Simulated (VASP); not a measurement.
# Ge (P6_3/mmc) in VASP: single point with PBE

Aim: the single point of Ge with PBE.

Program: VASP 6.6.1. These are calculated values, not measurements. Logs are shortened: lines on timing, memory, paths and dates and some standing lists are left out, and cuts for length are marked.

## 1. The cell of the first run

Symmetry: P6_3/mmc, No. 194, hexagonal system. The conventional cell has a = 4.003 Å, b = 4.003 Å, c = 13.157 Å, α = 90.00°, β = 90.00°, γ = 120.00°. Ge (site symmetry 3m) has 4 Ge at 2.45 Å within 3.2 Å. Within 3.2 Å of Ge (site symmetry 3m) lie 4 Ge at 2.45 to 2.47 Å.

This isn't the form of Ge at room conditions, which is diamond.

## 2. Single point, PBE

Contents of INCAR:

```
PREC = Accurate
ENCUT = 520
EDIFF = 1E-7
ISMEAR = 0
SIGMA = 0.05
LREAL = False
LASPH = True
NELM = 60
ALGO = Normal
ISIF = 2
LWAVE = False
LCHARG = True
GGA = PE
LELF = True
LVHAR = True
NBANDS = 66
```

Contents of KPOINTS:

```
regular mesh
0
Gamma
  12 12 4
```

Contents of POSCAR:

```
Ge
1.0
    4.0031158800      0.0000000000      0.0000000000
   -2.0015579400      3.4668000500      0.0000000000
    0.0000000000      0.0000000000     13.1567068600
Ge
8
Direct
    0.0000000000      0.0000000000      0.4068511600
    0.0000000000      0.0000000000      0.5931488400
    0.0000000000      0.0000000000      0.9068511600
    0.0000000000      0.0000000000      0.0931488400
    0.3333333300      0.6666666700      0.3440584300
    0.6666666700      0.3333333300      0.6559415700
    0.6666666700      0.3333333300      0.8440584300
    0.3333333300      0.6666666700      0.1559415700
```

Potentials or basis: VASP PAW PBE potentials, release 64 (Ge_d).

The run is started by

```bash
> cat potpaw_PBE.64/Ge_d/POTCAR > POTCAR
> mpirun -np 1 vasp_std > vasp.out
```

OUTCAR:

```text
PREC = Accurate
   ENCUT = 520
   EDIFF = 1E-7
   ISMEAR = 0
   LREAL = False
   LASPH = True
   NELM = 60
   ISIF = 2
   GGA = PE

 ion  position               nearest neighbor table
   1  0.000  0.000  0.407-   2 2.45   5 2.45   5 2.45   5 2.45
   2  0.000  0.000  0.593-   1 2.45   6 2.45   6 2.45   6 2.45
   3  0.000  0.000  0.907-   4 2.45   7 2.45   7 2.45   7 2.45
   4  0.000  0.000  0.093-   3 2.45   8 2.45   8 2.45   8 2.45
   5  0.333  0.667  0.344-   1 2.45   1 2.45   1 2.45   8 2.47
   6  0.667  0.333  0.656-   2 2.45   2 2.45   2 2.45   7 2.47
   7  0.667  0.333  0.844-   3 2.45   3 2.45   3 2.45   6 2.47
   8  0.333  0.667  0.156-   4 2.45   4 2.45   4 2.45   5 2.47

  LATTYP: Found a hexagonal cell.
 ALAT       =     4.0031158800
 C/A-ratio  =     3.2866165393

  Lattice vectors:

 A1 = (   4.0031158800,   0.0000000000,   0.0000000000)
 A2 = (  -2.0015579400,   3.4668000500,   0.0000000000)
 A3 = (   0.0000000000,   0.0000000000,  13.1567068600)

Analysis of symmetry for initial positions (statically):
=====================================================================
 Subroutine PRICEL returns:
 Original cell was already a primitive cell.

 Routine SETGRP: Setting up the symmetry group for a
 hexagonal supercell.

 Subroutine GETGRP returns: Found 24 space group operations
 (whereof 12 operations were pure point group operations)
 out of a pool of 24 trial point group operations.

The static configuration has the point symmetry D_3d.
 The point group associated with its full space group is D_6h.

Analysis of symmetry for dynamics (positions and initial velocities):
=====================================================================
 Subroutine PRICEL returns:
 Original cell was already a primitive cell.

 Routine SETGRP: Setting up the symmetry group for a
 hexagonal supercell.

 Subroutine GETGRP returns: Found 24 space group operations
 (whereof 12 operations were pure point group operations)
 out of a pool of 24 trial point group operations.

The dynamic configuration has the point symmetry D_3d.
 The point group associated with its full space group is D_6h.

 Subroutine INISYM returns: Found 24 space group operations
 (whereof 12 operations are pure point group operations),
 and found     1 'primitive' translations

----------------------------------------------------------------------------------------

                                     Primitive cell

  volume of cell :     182.5888

  direct lattice vectors                    reciprocal lattice vectors
     4.003115880  0.000000000  0.000000000     0.249805409  0.144225220  0.000000000
    -2.001557940  3.466800050  0.000000000     0.000000000  0.288450440  0.000000000
     0.000000000  0.000000000 13.156706860     0.000000000  0.000000000  0.076006862

  length of vectors
     4.003115880  4.003115883 13.156706860     0.288450440  0.288450440  0.076006862

  position of ions in fractional coordinates (direct lattice)
     0.000000000  0.000000000  0.406851160
     0.000000000  0.000000000  0.593148840
     0.000000000  0.000000000  0.906851160
     0.000000000  0.000000000  0.093148840
     0.333333330  0.666666670  0.344058430
     0.666666670  0.333333330  0.655941570
     0.666666670  0.333333330  0.844058430
     0.333333330  0.666666670  0.155941570

  ion indices of the primitive-cell ions
   primitive index   ion index
                 1           1
                 2           2
                 3           3
                 4           4
                 5           5
                 6           6
                 7           7
                 8           8

----------------------------------------------------------------------------------------

 KPOINTS: regular mesh

Automatic generation of k-mesh.
 Grid dimensions read from file:
 generate k-points for:   12   12    4

 Generating k-lattice:

  Cartesian coordinates                     Fractional coordinates (reciprocal lattice)
     0.020817117  0.012018768  0.000000000     0.083333333  0.000000000  0.000000000
     0.000000000  0.024037537  0.000000000     0.000000000  0.083333333  0.000000000
     0.000000000  0.000000000  0.019001715     0.000000000  0.000000000  0.250000000

  Length of vectors
     0.024037537  0.024037537  0.019001715

  Shift w.r.t. Gamma in fractional coordinates (k-lattice)
     0.000000000  0.000000000  0.000000000

 Subroutine IBZKPT returns following result:
 ===========================================

 Found     57 irreducible k-points:

 Following reciprocal coordinates:
            Coordinates               Weight
  0.000000  0.000000  0.000000      1.000000
  0.083333 -0.000000  0.000000      6.000000
  0.166667 -0.000000  0.000000      6.000000
  0.250000  0.000000  0.000000      6.000000
  0.333333 -0.000000  0.000000      6.000000
  0.416667 -0.000000  0.000000      6.000000
[... 16 lines left out ...]
  0.250000  0.000000  0.250000     12.000000
  0.333333 -0.000000  0.250000     12.000000
 [... further k-points ...]
   k-points           NKPTS =     57   k-points in BZ     NKDIM =     57   number of bands    NBANDS=     66
   number of dos      NEDOS =    301   number of ions     NIONS =      8
   total plane-waves  NPLWV =  88200
   dimension x,y,z NGX =    30 NGY =   30 NGZ =   98
   dimension x,y,z NGXF=    60 NGYF=   60 NGZF=  196
   ions per type =               8
   NGX,Y,Z   is equivalent  to a cutoff of  12.46, 12.46, 12.38 a.u.
   NGXF,Y,Z  is equivalent  to a cutoff of  24.92, 24.92, 24.77 a.u.
 SYSTEM =  unknown system
   PREC   = accura    normal or accurate (medium, high low for compatibility)
   ISTART =      0    job   : 0-new  1-cont  2-samecut
   ICHARG =      2    charge: 1-file 2-atom 10-const
   ISPIN  =      1    spin polarized calculation?
   LNONCOLLINEAR =      F non collinear calculations
   LSORBIT =      F    spin-orbit coupling
   LASPH  =      T    aspherical Exc in radial PAW
   ENCUT  =  520.0 eV  38.22 Ry    6.18 a.u.   7.44  7.44 24.46*2*pi/ulx,y,z
   NELM   =     60;   NELMIN=  2; NELMDL= -5     # of ELM steps
   EDIFF  = 0.1E-06   stopping-criterion for ELM
   LREAL  =      F    real-space projection
   EDIFFG = 0.1E-05   stopping-criterion for IOM
   NSW    =      0    number of steps for IOM
   IBRION =     -1    ionic relax: 0-MD 1-quasi-New 2-CG
   NFREE  =      0    steps in history (QN), initial steepest desc. (CG)
   ISIF   =      2    stress and relaxation
   ISYM   =      2    0-nonsym 1-usesym 2-fastsym
   POTIM  = 0.5000    time-step for ionic-motion
   TEBEG  =    0.0;   TEEND  =   0.0 temperature during run
   PSTRESS=    0.0 pullay stress
   NELECT =     112.0000    total number of electrons
   NUPDOWN=      -1.0000    fix difference up-down
   EMIN   =  10.00;   EMAX   =-10.00  energy-range for DOS
   EFERMI =   0.00;   METHOD = LEGACY
   ISMEAR =     0;   SIGMA  =   0.05  broadening in eV -4-tet -1-fermi 0-gaus
   EFERMI_NEDOS =   21; number of points for ismear=-14 and -15
   IALGO  =     38    algorithm
   IMIX   =      4    mixing-type and parameters
     AMIX     =   0.40;   BMIX     =  1.00
     AMIX_MAG =   1.60;   BMIX_MAG =  1.00
  volume/ion in A,a.u.               =      22.82       154.02
  Fermi-wavevector in a.u.,A,eV,Ry     =   1.390986  2.628583 26.325128  1.934842
  Thomas-Fermi vector in A             =   2.514869
   LORBIT       =      0    0 simple, 1 ext, 2 COOP (PROOUT), +10 PAW based schemes
   GGA     = PE    functional components
   LHFCALC =     F    Hartree Fock is set to
   AEXX    =    0.0000 exact exchange contribution
   IVDW    =     0    specifies the selected vdW correction
   LEPSILON=     F    determine dielectric tensor
   LRPA    =     F    only Hartree local field effects (RPA)
 non-spin polarized calculation
 Gauss-broadening in eV      SIGMA  =   0.05
  energy-cutoff  :      520.00
  volume of cell :      182.59
 maximum number of plane-waves:      4987
 NGX is ok and might be reduce to    30
   NGX = 15   NGY = 15   NGZ = 49

 number of electron     112.0000142 magnetization

 Free energy of the ion-electron system (eV)
  ---------------------------------------------------
  ext. energy  EPLUGINS =         0.00000000
  ---------------------------------------------------
  free energy    TOTEN  =       -36.00728784 eV

  energy without entropy =      -36.00709452  energy(sigma->0) =      -36.00719118

 E-fermi :   4.9813     XC(G=0):  -9.8850

 val. band max:        4.9235673185   @ k =   0.0000   0.0000   0.0000
 cond. band min:       4.9968101204   @ k =   0.0000   0.0000   0.0000
 fundamental gap:      0.0732428020
 Fermi energy:         4.9812748778

 k-point     1 :       0.0000    0.0000    0.0000
  band No.  band energies     occupation
      1     -19.9252      2.00000
      2     -19.9252      2.00000
      3     -19.9161      2.00000
      4     -19.9161      2.00000
      5     -19.9119      2.00000
      6     -19.9119      2.00000
[... 58 lines left out ...]
     65       8.1726      0.00000
     66       8.7075      0.00000

 k-point     2 :       0.0833   -0.0000    0.0000
  band No.  band energies     occupation
      1     -19.9308      2.00000
      2     -19.9269      2.00000
      3     -19.9178      2.00000
      4     -19.9174      2.00000
      5     -19.9158      2.00000
      6     -19.9135      2.00000
[... 58 lines left out ...]
     65       8.4772      0.00000
     66       8.4915      0.00000

 k-point     3 :       0.1667   -0.0000    0.0000
  band No.  band energies     occupation
      1     -19.9400      2.00000
      2     -19.9303      2.00000
      3     -19.9221      2.00000
      4     -19.9213      2.00000
      5     -19.9206      2.00000
      6     -19.9171      2.00000
[... 1438 lines left out ...]
     65       9.5609      0.00000
     66       9.7967      0.00000

 k-point    24 :       0.3333   -0.0000    0.2500
  band No.  band energies     occupation
      1     -19.9469      2.00000
      2     -19.9346      2.00000
      3     -19.9336      2.00000
      4     -19.9291      2.00000
      5     -19.9222      2.00000
      6     -19.9198      2.00000
[... 58 lines left out ...]
     65       9.9261      0.00000
     66       9.9764      0.00000

 [... further k-points ...]
[... 5 lines left out ...]
  --------------------------------------------------------------------------------------
  -------------------------------------------------------------------------------------
  Total        3.3136896      3.3136896      3.2189321      0.0000000      0.0000000      0.0000000
  in kB       29.0769104     29.0769105     28.2454334      0.0000000      0.0000000      0.0000000
  external PRESSURE =      28.7997514 kB  Pullay stress =       0.0000000 kB

 VOLUME and BASIS-vectors are now :
 -----------------------------------------------------------------------------
  energy-cutoff  :      520.00
  volume of cell :      182.59
      direct lattice vectors                 reciprocal lattice vectors
     4.003115880  0.000000000  0.000000000     0.249805409  0.144225220  0.000000000
    -2.001557940  3.466800050  0.000000000     0.000000000  0.288450440  0.000000000
     0.000000000  0.000000000 13.156706860     0.000000000  0.000000000  0.076006862

 POSITION                                       TOTAL-FORCE (eV/Angst)
 -----------------------------------------------------------------------------------
      0.00000      0.00000      5.35282         0.000000      0.000000     -0.004767
      0.00000      0.00000      7.80389         0.000000      0.000000      0.004767
      0.00000      0.00000     11.93117         0.000000     -0.000000     -0.004767
      0.00000      0.00000      1.22553        -0.000000     -0.000000      0.004767
     -0.00000      2.31120      4.52668         0.000000     -0.000000      0.002564
      2.00156      1.15560      8.63003        -0.000000      0.000000     -0.002564
      2.00156      1.15560     11.10503        -0.000000      0.000000      0.002564
     -0.00000      2.31120      2.05168         0.000000     -0.000000     -0.002564
 -----------------------------------------------------------------------------------
    total drift:                                0.000000      0.000000      0.000000

  FREE ENERGIE OF THE ION-ELECTRON SYSTEM (eV)
  ---------------------------------------------------
  free  energy   TOTEN  =       -36.0072878435 eV

  energy  without entropy=      -36.0070945215  energy(sigma->0) =      -36.00719118
```

Wall time 14 min (1 thread of Oxide Virtual Turin-like, shared host); peak memory 0.54 GiB.

Results:

```yaml
Free_energy: -36.0073 eV
Pressure: 2.9 GPa
Largest_force: 0.005 eV/Å
Band_gap_on_the_k_mesh: zero (filled and empty bands touch)
```

Forces in eV/Å, atoms in the order of the input:
```
Ge   0.000  0.000 -0.005
Ge   0.000  0.000  0.005
Ge   0.000  0.000 -0.005
Ge   0.000  0.000  0.005
Ge   0.000  0.000  0.003
Ge   0.000  0.000 -0.003
Ge   0.000  0.000  0.003
Ge   0.000  0.000 -0.003
```

Stress tensor (GPa, compression positive):
```
2.91 0.00 0.00
0.00 2.91 0.00
0.00 0.00 2.82
```

Caveat: semilocal functionals underestimate gaps, so a narrow gap can read as zero.
